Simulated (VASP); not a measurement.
Wanted: the native input for a VASP 6.6.1 run.

```
Task                   : single point
Functional             : r2SCAN
Potentials or basis    : VASP PAW PBE potentials, release 64 (Zr_sv, C)
Cutoff                 : 660 eV
k mesh                 : 12 × 12 × 12
Occupations            : gaussian, width 0.05 eV
Spin                   : no spin polarisation
Dipole correction      : no
Further INCAR settings : ALGO = Normal; EDIFF = 1e-06; NBANDS = 15
```

Crystal: ZrC.

```
Zr C
1.0
     2.91612    0.00000    0.00000
     0.00000    2.91612    0.00000
     0.00000    0.00000    2.91612
Zr C
1 1
Direct
  0.00000 0.00000 0.00000
  0.50000 0.50000 0.50000
```

These files were run (other wordings do the same):

POSCAR

```
ZrC
1.0
    2.9161228722      0.0000000000      0.0000000000
    0.0000000000      2.9161228722      0.0000000000
    0.0000000000      0.0000000000      2.9161228722
Zr C
1 1
Direct
    0.0000000000      0.0000000000      0.0000000000
    0.5000000000      0.5000000000      0.5000000000
```

INCAR.step1

```
ALGO = Normal
EDIFF = 1E-5
ENCUT = 660
GGA = PE
GGA_COMPAT = F
ISMEAR = 0
LASPH = T
LCHARG = F
LREAL = F
LWAVE = T
NBANDS = 15
NELM = 120
PREC = Accurate
SIGMA = 0.05
```

INCAR.step2

```
ALGO = Normal
EDIFF = 1E-6
ENCUT = 660
GGA_COMPAT = F
ISIF = 2
ISMEAR = 0
ISTART = 1
LASPH = T
LCHARG = F
LMIXTAU = T
LREAL = F
LWAVE = F
METAGGA = R2SCAN
NBANDS = 15
NELM = 120
PREC = Accurate
SIGMA = 0.05
```

KPOINTS

```
k-points
0
Gamma
  12 12 12
```

Potentials or basis: VASP PAW PBE potentials, release 64 (Zr_sv, C).

Command:

```bash
$ cat potpaw_PBE.64/Zr_sv/POTCAR potpaw_PBE.64/C/POTCAR > POTCAR
$ cp INCAR.step1 INCAR
$ mpirun -np 1 vasp_std > vasp.out
$ cp INCAR.step2 INCAR
$ mpirun -np 1 vasp_std > vasp.out
```

Results of the run:

| Quantity | Value |
| --- | --- |
| Pressure | 0.0 GPa |
| Band gap on the k mesh | zero (bands 8 and 9 overlap by 2.15 eV) |

Caveat: the PAW data sets were made with another functional, which shifts forces and pressure a little.

Run time: 2.7 min on 1 thread of Intel Xeon 8259CL (shared host), peak memory 0.17 GiB.
